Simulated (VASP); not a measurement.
# W (Fm-3m) in VASP: a series of runs

W is run at these levels: RPBE, PBE; tasks: single point.

Everything below comes from runs of VASP 6.6.1. Logs are shortened: lines on timing, memory, paths and dates and some standing lists are left out, and cuts for length are marked.

## 1. The cell of the first run

Symmetry: Fm-3m, No. 225, cubic system. The conventional cell has a = 4.094 Å, b = 4.094 Å, c = 4.094 Å, α = 90.00°, β = 90.00°, γ = 90.00°. W (site symmetry m-3m) has 12 W at 2.89 Å within 3.8 Å.

## 2. Single point, RPBE

File INCAR:

```
ALGO = Normal
EDIFF = 1E-6
ENCUT = 520
GGA = RP
ISIF = 2
ISMEAR = -1
LASPH = True
LCHARG = True
LELF = True
LREAL = False
LVHAR = True
LWAVE = False
NBANDS = 13
NELM = 80
PREC = Accurate
SIGMA = 0.05
```

File KPOINTS:

```
k-points
0
Gamma
  14 14 14
```

File POSCAR:

```
W
1.0
    0.0000000000      2.0467776204      2.0467776204
    2.0467776204      0.0000000000      2.0467776204
    2.0467776204      2.0467776204      0.0000000000
W
1
Direct
    0.0000000000      0.0000000000      0.0000000000
```

Potentials or basis: VASP PAW PBE potentials, release 64 (W_sv).

Run with:

```console
$ cat potpaw_PBE.64/W_sv/POTCAR > POTCAR
$ mpirun -np 1 vasp_std > vasp.out
```

OUTCAR:

```text
EDIFF = 1E-6
   ENCUT = 520
   GGA = RP
   ISIF = 2
   ISMEAR = -1
   LASPH = True
   LREAL = False
   NELM = 80
   PREC = Accurate

 ion  position               nearest neighbor table
   1  0.000  0.000  0.000-

  LATTYP: Found a face centered cubic cell.
 ALAT       =     4.0935552408

  Lattice vectors:

 A1 = (   0.0000000000,   2.0467776204,   2.0467776204)
 A2 = (   2.0467776204,   0.0000000000,   2.0467776204)
 A3 = (   2.0467776204,   2.0467776204,   0.0000000000)

Analysis of symmetry for initial positions (statically):
=====================================================================
 Subroutine PRICEL returns:
 Original cell was already a primitive cell.

 Routine SETGRP: Setting up the symmetry group for a
 face centered cubic supercell.

 Subroutine GETGRP returns: Found 48 space group operations
 (whereof 48 operations were pure point group operations)
 out of a pool of 48 trial point group operations.

The static configuration has the point symmetry O_h .

Analysis of symmetry for dynamics (positions and initial velocities):
=====================================================================
 Subroutine PRICEL returns:
 Original cell was already a primitive cell.

 Routine SETGRP: Setting up the symmetry group for a
 face centered cubic supercell.

 Subroutine GETGRP returns: Found 48 space group operations
 (whereof 48 operations were pure point group operations)
 out of a pool of 48 trial point group operations.

The dynamic configuration has the point symmetry O_h .

 Subroutine INISYM returns: Found 48 space group operations
 (whereof 48 operations are pure point group operations),
 and found     1 'primitive' translations

----------------------------------------------------------------------------------------

                                     Primitive cell

  volume of cell :      17.1491

  direct lattice vectors                    reciprocal lattice vectors
     0.000000000  2.046777620  2.046777620    -0.244286431  0.244286431  0.244286431
     2.046777620  0.000000000  2.046777620     0.244286431 -0.244286431  0.244286431
     2.046777620  2.046777620  0.000000000     0.244286431  0.244286431 -0.244286431

  length of vectors
     2.894580670  2.894580670  2.894580670     0.423116510  0.423116510  0.423116510

  position of ions in fractional coordinates (direct lattice)
     0.000000000  0.000000000  0.000000000

  ion indices of the primitive-cell ions
   primitive index   ion index
                 1           1

----------------------------------------------------------------------------------------

 KPOINTS: k-points

Automatic generation of k-mesh.
 Grid dimensions read from file:
 generate k-points for:   14   14   14

 Generating k-lattice:

  Cartesian coordinates                     Fractional coordinates (reciprocal lattice)
    -0.017449031  0.017449031  0.017449031     0.071428571  0.000000000  0.000000000
     0.017449031 -0.017449031  0.017449031     0.000000000  0.071428571  0.000000000
     0.017449031  0.017449031 -0.017449031     0.000000000  0.000000000  0.071428571

  Length of vectors
     0.030222608  0.030222608  0.030222608

  Shift w.r.t. Gamma in fractional coordinates (k-lattice)
     0.000000000  0.000000000  0.000000000

 Subroutine IBZKPT returns following result:
 ===========================================

 Found    104 irreducible k-points:

 Following reciprocal coordinates:
            Coordinates               Weight
  0.000000  0.000000  0.000000      1.000000
  0.071429  0.000000  0.000000      8.000000
  0.142857  0.000000  0.000000      8.000000
  0.214286  0.000000  0.000000      8.000000
  0.285714  0.000000  0.000000      8.000000
  0.357143  0.000000  0.000000      8.000000
[... 16 lines left out ...]
  0.214286  0.142857  0.000000     24.000000
  0.285714  0.142857  0.000000     24.000000
 [... further k-points ...]
   k-points           NKPTS =    104   k-points in BZ     NKDIM =    104   number of bands    NBANDS=     13
   number of dos      NEDOS =    301   number of ions     NIONS =      1
   total plane-waves  NPLWV =  13824
   dimension x,y,z NGX =    24 NGY =   24 NGZ =   24
   dimension x,y,z NGXF=    48 NGYF=   48 NGZF=   48
   ions per type =               1
   NGX,Y,Z   is equivalent  to a cutoff of  13.78, 13.78, 13.78 a.u.
   NGXF,Y,Z  is equivalent  to a cutoff of  27.57, 27.57, 27.57 a.u.
 SYSTEM =  unknown system
   PREC   = accura    normal or accurate (medium, high low for compatibility)
   ISTART =      0    job   : 0-new  1-cont  2-samecut
   ICHARG =      2    charge: 1-file 2-atom 10-const
   ISPIN  =      1    spin polarized calculation?
   LNONCOLLINEAR =      F non collinear calculations
   LSORBIT =      F    spin-orbit coupling
   LASPH  =      T    aspherical Exc in radial PAW
   ENCUT  =  520.0 eV  38.22 Ry    6.18 a.u.   5.38  5.38  5.38*2*pi/ulx,y,z
   NELM   =     80;   NELMIN=  2; NELMDL= -5     # of ELM steps
   EDIFF  = 0.1E-05   stopping-criterion for ELM
   LREAL  =      F    real-space projection
   EDIFFG = 0.1E-04   stopping-criterion for IOM
   NSW    =      0    number of steps for IOM
   IBRION =     -1    ionic relax: 0-MD 1-quasi-New 2-CG
   NFREE  =      0    steps in history (QN), initial steepest desc. (CG)
   ISIF   =      2    stress and relaxation
   ISYM   =      2    0-nonsym 1-usesym 2-fastsym
   POTIM  = 0.5000    time-step for ionic-motion
   TEBEG  =    0.0;   TEEND  =   0.0 temperature during run
   PSTRESS=    0.0 pullay stress
   NELECT =      14.0000    total number of electrons
   NUPDOWN=      -1.0000    fix difference up-down
   EMIN   =  10.00;   EMAX   =-10.00  energy-range for DOS
   EFERMI =   0.00;   METHOD = LEGACY
   ISMEAR =    -1;   SIGMA  =   0.05  broadening in eV -4-tet -1-fermi 0-gaus
   EFERMI_NEDOS =   21; number of points for ismear=-14 and -15
   IALGO  =     38    algorithm
   IMIX   =      4    mixing-type and parameters
     AMIX     =   0.40;   BMIX     =  1.00
     AMIX_MAG =   1.60;   BMIX_MAG =  1.00
  volume/ion in A,a.u.               =      17.15       115.73
  Fermi-wavevector in a.u.,A,eV,Ry     =   1.530043  2.891361 31.851651  2.341030
  Thomas-Fermi vector in A             =   2.637580
   LORBIT       =      0    0 simple, 1 ext, 2 COOP (PROOUT), +10 PAW based schemes
   GGA     = RP    functional components
   LHFCALC =     F    Hartree Fock is set to
   AEXX    =    0.0000 exact exchange contribution
   IVDW    =     0    specifies the selected vdW correction
   LEPSILON=     F    determine dielectric tensor
   LRPA    =     F    only Hartree local field effects (RPA)
 non-spin polarized calculation
  energy-cutoff  :      520.00
  volume of cell :       17.15
 maximum number of plane-waves:       483
 NGX is ok and might be reduce to    24
   NGX = 11   NGY = 11   NGZ = 11

 number of electron      14.0000000 magnetization

 Free energy of the ion-electron system (eV)
  ---------------------------------------------------
  ext. energy  EPLUGINS =         0.00000000
  ---------------------------------------------------
  free energy    TOTEN  =       -11.91892293 eV

  energy without entropy =      -11.90754594  energy(sigma->0) =      -11.91323443

 E-fermi :   9.9766     XC(G=0): -13.1370

 val. band max:        9.9675428001   @ k =  -0.3571   0.1429   0.0000
 cond. band min:       9.9835646853   @ k =   0.2143   0.0714   0.0000
 fundamental gap:      0.0160218853
 Fermi energy:         9.9766045928

 k-point     1 :       0.0000    0.0000    0.0000
  band No.  band energies     occupation
      1     -63.8120      2.00000
      2     -27.4912      2.00000
      3     -27.4912      2.00000
      4     -27.4912      2.00000
      5       1.2204      2.00000
      6       9.4814      1.99990
      7       9.4814      1.99990
      8       9.4814      1.99990
      9      12.4243      0.00000
     10      12.4243      0.00000
     11      22.6707      0.00000
     12      27.6970      0.00000
     13      27.6970      0.00000

 k-point     2 :       0.0714    0.0000    0.0000
  band No.  band energies     occupation
      1     -63.8078      2.00000
      2     -27.5429      2.00000
      3     -27.4979      2.00000
      4     -27.4979      2.00000
      5       1.4323      2.00000
      6       9.3193      2.00000
      7       9.5793      1.99929
      8       9.5793      1.99929
      9      12.3380      0.00000
     10      12.3380      0.00000
     11      23.0932      0.00000
     12      26.7757      0.00000
     13      28.0923      0.00000

 k-point     3 :       0.1429    0.0000    0.0000
  band No.  band energies     occupation
      1     -63.7958      2.00000
      2     -27.6856      2.00000
      3     -27.5166      2.00000
      4     -27.5166      2.00000
      5       2.0321      2.00000
      6       8.9369      2.00000
      7       9.8053      1.93699
      8       9.8053      1.93698
      9      12.1900      0.00000
     10      12.1900      0.00000
     11      24.0744      0.00000
     12      25.3695      0.00000
     13      29.2163      0.00000

 k-point     4 :       0.2143    0.0000    0.0000
  band No.  band energies     occupation
      1     -63.7786      2.00000
      2     -27.8874      2.00000
      3     -27.5435      2.00000
      4     -27.5435      2.00000
      5       2.8982      2.00000
      6       8.5773      2.00000
      7       9.9369      1.37733
      8       9.9369      1.37732
      9      12.2872      0.00000
     10      12.2872      0.00000
     11      23.4512      0.00000
     12      25.9094      0.00000
     13      30.9165      0.00000

 k-point     5 :       0.2857    0.0000    0.0000
  band No.  band energies     occupation
      1     -63.7593      2.00000
      2     -28.1054      2.00000
      3     -27.5731      2.00000
      4     -27.5731      2.00000
      5       3.7822      2.00000
      6       8.5441      2.00000
      7       9.8056      1.93661
      8       9.8056      1.93661
      9      12.8452      0.00000
     10      12.8452      0.00000
     11      22.2268      0.00000
     12      26.0364      0.00000
     13      32.2051      0.00000
[... 257 lines left out ...]
 k-point    22 :       0.1429    0.1429    0.0000
  band No.  band energies     occupation
      1     -63.7905      2.00000
      2     -27.6799      2.00000
      3     -27.5598      2.00000
      4     -27.5598      2.00000
      5       2.3064      2.00000
      6       8.5140      2.00000
      7      10.1493      0.06127
      8      10.1493      0.06127
      9      11.2265      0.00000
     10      12.7911      0.00000
     11      24.7939      0.00000
     12      26.5163      0.00000
     13      28.3094      0.00000

 k-point    23 :       0.2143    0.1429    0.0000
  band No.  band energies     occupation
      1     -63.7775      2.00000
      2     -27.8109      2.00000
      3     -27.5936      2.00000
      4     -27.5856      2.00000
      5       2.9704      2.00000
      6       8.1131      2.00000
      7      10.2131      0.01750
      8      10.4630      0.00012
      9      11.0969      0.00000
     10      12.9913      0.00000
     11      25.5504      0.00000
     12      26.0839      0.00000
     13      28.7196      0.00000

 k-point    24 :       0.2857    0.1429    0.0000
  band No.  band energies     occupation
      1     -63.7607      2.00000
      2     -27.9897      2.00000
      3     -27.6270      2.00000
      4     -27.6169      2.00000
      5       3.8393      2.00000
      6       7.8317      2.00000
      7       9.6808      1.99462
      8      10.5768      0.00001
      9      11.8660      0.00000
     10      13.4108      0.00000
     11      24.2600      0.00000
     12      27.0589      0.00000
     13      29.1710      0.00000

 [... further k-points ...]

------------------------ aborting loop because EDIFF is reached ----------------------------------------

  FORCE on cell =-STRESS in cart. coord.  units (eV):
  Direction    XX          YY          ZZ          XY          YZ          ZX
  --------------------------------------------------------------------------------------
  -------------------------------------------------------------------------------------
  Total       -0.7636224     -0.7636224     -0.7636224      0.0000000     -0.0000000      0.0000000
  in kB      -71.3423306    -71.3423306    -71.3423306      0.0000000     -0.0000000      0.0000000
  external PRESSURE =     -71.3423306 kB  Pullay stress =       0.0000000 kB

 VOLUME and BASIS-vectors are now :
 -----------------------------------------------------------------------------
  energy-cutoff  :      520.00
  volume of cell :       17.15
      direct lattice vectors                 reciprocal lattice vectors
     0.000000000  2.046777620  2.046777620    -0.244286431  0.244286431  0.244286431
     2.046777620  0.000000000  2.046777620     0.244286431 -0.244286431  0.244286431
     2.046777620  2.046777620  0.000000000     0.244286431  0.244286431 -0.244286431

 POSITION                                       TOTAL-FORCE (eV/Angst)
 -----------------------------------------------------------------------------------
      0.00000      0.00000      0.00000        -0.000000     -0.000000     -0.000000
 -----------------------------------------------------------------------------------
    total drift:                               -0.000000     -0.000000     -0.000000

  FREE ENERGIE OF THE ION-ELECTRON SYSTEM (eV)
  ---------------------------------------------------
  free  energy   TOTEN  =       -11.9189229292 eV

  energy  without entropy=      -11.9075459379  energy(sigma->0) =      -11.91323443
```

Wall time 9.4 s (1 thread of Intel Xeon Platinum 8488C (Sapphire Rapids), shared host); peak memory 0.15 GiB.

Results:

- Free energy: -11.9189 eV
- Pressure: -7.1 GPa
- Band gap on the k mesh: zero (band 7 reaches 12.77 eV, above the bottom of band 8 at 9.48 eV)

Levels at points of the mesh, in eV from the Fermi level:
| k point | band 5 | band 6 | band 7 | band 8 | band 9 | band 10 |
| --- | --- | --- | --- | --- | --- | --- |
| (0.00, 0.00, 0.00) | -8.76 | -0.50 | -0.50 | -0.50 | 2.45 | 2.45 |
| (0.50, 0.00, 0.00) | -5.36 | -0.69 | -0.69 | 0.49 | 4.75 | 4.75 |
| (0.50, 0.50, 0.00) | -5.17 | -4.24 | 2.80 | 4.73 | 5.43 | 5.43 |

Caveat: the PAW data sets were made with another functional, which shifts forces and pressure a little; spin-orbit coupling is left out, which moves the levels of the heavy elements.

## 3. Single point, PBE (volume scaled by 1.05)

File INCAR:

```
SYSTEM = W
PREC     = Accurate       ! precision mode
ENCUT    = 520            ! plane-wave cutoff, eV
EDIFF    = 1E-7           ! SCF threshold, eV
ISMEAR   = -1             ! smearing method
SIGMA    = 0.05           ! smearing width, eV
LREAL    = .False.        ! projectors in reciprocal space
LASPH    = .True.         ! aspherical terms in the spheres
NELM     = 100            ! most SCF steps
ALGO     = Normal         ! electronic algorithm
ISIF     = 2              ! what is computed and relaxed
LWAVE    = .False.        ! write WAVECAR
LCHARG   = .False.        ! write CHGCAR
GGA      = PE             ! functional
NBANDS   = 13             ! bands
```

File KPOINTS:

```
regular mesh
0
Gamma
  14 14 14
  0 0 0
```

File POSCAR:

```
W
1.0
    0.0000000000      2.0632846043      2.0632846043
    2.0632846043      0.0000000000      2.0632846043
    2.0632846043      2.0632846043      0.0000000000
W
1
Direct
    0.0000000000      0.0000000000      0.0000000000
```

Potentials or basis: VASP PAW PBE potentials, release 64 (W_sv).

Run with:

```console
$ cat potpaw_PBE.64/W_sv/POTCAR > POTCAR
$ mpirun -np 1 vasp_std > vasp.out
```

It took 10 s on 1 thread of Intel Xeon Platinum 8488C (Sapphire Rapids), shared host; peak memory 0.15 GiB.

It converged, with:

```yaml
Free_energy: -12.4202 eV
Pressure: -16.0 GPa
Band_gap_on_the_k_mesh: zero (band 7 reaches 12.28 eV, above the bottom of band 8 at 9.10 eV)
```

Levels at points of the mesh, in eV from the Fermi level:
| k point | band 3 | band 4 | band 5 | band 6 | band 7 | band 8 | band 9 | band 10 | band 11 | band 12 |
| --- | --- | --- | --- | --- | --- | --- | --- | --- | --- | --- |
| (0.00, 0.00, 0.00) | -37.51 | -37.51 | -8.63 | -0.48 | -0.48 | -0.48 | 2.35 | 2.35 | 12.70 | 17.59 |
| (0.50, 0.00, 0.00) | -37.64 | -37.64 | -5.24 | -0.67 | -0.67 | 0.46 | 4.59 | 4.59 | 9.31 | 12.32 |
| (0.50, 0.50, 0.00) | -37.84 | -37.84 | -5.02 | -4.10 | 2.71 | 4.55 | 5.24 | 5.24 | 11.18 | 11.18 |

Caveat: spin-orbit coupling is left out, which moves the levels of the heavy elements.

[end of part 1 of 2]
